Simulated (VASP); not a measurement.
Set up this calculation in VASP 6.6.1, as the native input.

- Task: single point
- Functional: PBE-based screened hybrid with 25 % exact exchange
- Potentials or basis: VASP PAW PBE potentials, release 64 (Ag, B)
- Cutoff: 520 eV
- k mesh: 8 × 8 × 6
- Occupations: gaussian, width 0.05 eV
- Spin: no spin polarisation
- Dipole correction: no
- Grid for exact exchange (PRECFOCK): Normal
- Share of exact exchange: 0.25
- Further INCAR settings: ALGO = Normal; EDIFF = 1e-06; NBANDS = 16
- Screening parameter: 0.15 1/Å

The system is AgB2.

```
Ag B
1.0
     2.84426    0.00000    0.00000
    -1.42213    2.46320    0.00000
     0.00000    0.00000    3.60454
Ag B
1 2
Cartesian
  0.0000 0.0000 0.0000
  0.0000 1.6421 1.8023
  1.4221 0.8211 1.8023
```

The input as run:

POSCAR

```
AgB2
1.0
    2.8442575066      0.0000000000      0.0000000000
   -1.4221287533      2.4631992556      0.0000000000
    0.0000000000      0.0000000000      3.6045385983
Ag B
1 2
Direct
    0.0000000000      0.0000000000      0.0000000000
    0.3333333333      0.6666666667      0.5000000000
    0.6666666667      0.3333333333      0.5000000000
```

INCAR.step1

```
ALGO = Normal
EDIFF = 1E-5
ENCUT = 520
GGA = PE
ISIF = 2
ISMEAR = 0
LASPH = True
LCHARG = False
LREAL = False
LUSENCCL = False
LWAVE = True
NBANDS = 16
NELM = 80
PREC = Accurate
SIGMA = 0.05
```

INCAR.step2

```
AEXX = 0.25
ALGO = Normal
EDIFF = 1E-6
ENCUT = 520
GGA = PE
HFSCREEN = 0.15
ISIF = 2
ISMEAR = 0
ISTART = 1
LASPH = True
LCHARG = False
LHFCALC = True
LREAL = False
LUSENCCL = False
LWAVE = False
NBANDS = 16
NELM = 80
PREC = Accurate
PRECFOCK = Normal
SIGMA = 0.05
```

KPOINTS

```
k-points
0
Gamma
  8 8 6
```

Potentials or basis: VASP PAW PBE potentials, release 64 (Ag, B).

Command:

```sh
$ cat potpaw_PBE.64/Ag/POTCAR potpaw_PBE.64/B/POTCAR > POTCAR
$ cp INCAR.step1 INCAR
$ mpirun -np 1 vasp_std > vasp.out
$ cp INCAR.step2 INCAR
$ mpirun -np 1 vasp_std > vasp.out
```

It gave:

```
Pressure               : 57.0 GPa
Band gap on the k mesh : zero (an odd number of electrons rules out a gap without spin polarisation)
```

Caveat: the cell stands under pressure; the PAW data sets were made with another functional, which shifts forces and pressure a little.

It took 33 min on 1 × NVIDIA H100 80GB with 1 thread of AMD EPYC 7R13 Processor (Zen 3), with other jobs on the host, peak memory 1.2 GiB.
